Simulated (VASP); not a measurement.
Wanted: the native input for a VASP 6.6.1 run.

| Quantity | Value |
| --- | --- |
| Task | single point |
| Functional | LDA |
| Potentials or basis | VASP PAW LDA potentials, release 64 (Sn_d, Pt) |
| Cutoff | 520 eV |
| k mesh | 8 × 8 × 8 |
| Occupations | fermi-dirac, width 0.05 eV |
| Spin | no spin polarisation |
| Dipole correction | no |
| Further INCAR settings | ALGO = Normal; EDIFF = 1e-06; NBANDS = 30 |

The structure of SnPt3 lies in POSCAR:

```
SnPt3
1.0
    4.0132891342      0.0000000000      0.0000000000
    0.0000000000      4.0132891342      0.0000000000
    0.0000000000      0.0000000000      4.0132891342
Sn Pt
1 3
Direct
    0.0000000000      0.0000000000      0.0000000000
    0.0000000000      0.5000000000      0.5000000000
    0.5000000000      0.0000000000      0.5000000000
    0.5000000000      0.5000000000      0.0000000000
```

This cell differs from its parent crystal: volume scaled by 1.01.

These files were run (other wordings do the same):

INCAR

```
ALGO = Normal ; EDIFF = 1E-6
ENCUT = 520 ; GGA = CA
ISIF = 2 ; ISMEAR = -1
LASPH = T ; LCHARG = T
LELF = T ; LREAL = F
LVHAR = T ; LWAVE = F
NBANDS = 30 ; NELM = 100
PREC = Accurate ; SIGMA = 0.05
```

KPOINTS

```
k-points
0
Gamma
  8 8 8
```

Potentials or basis: VASP PAW LDA potentials, release 64 (Sn_d, Pt).

Launch:

```bash
$ cat potpaw_LDA.64/Sn_d/POTCAR potpaw_LDA.64/Pt/POTCAR > POTCAR
$ mpirun -np 1 vasp_std > vasp.out
```

Results of the run:

* Pressure: -5.1 GPa
* Band gap on the k mesh: zero (band 22 reaches 11.76 eV, above the bottom of band 23 at 11.31 eV)

Caveat: spin-orbit coupling is left out, which moves the levels of the heavy elements.

Run time: 22 s on 1 thread of Intel(R) Xeon(R) 6975P-C (Granite Rapids), on a shared host, peak memory 0.18 GiB.
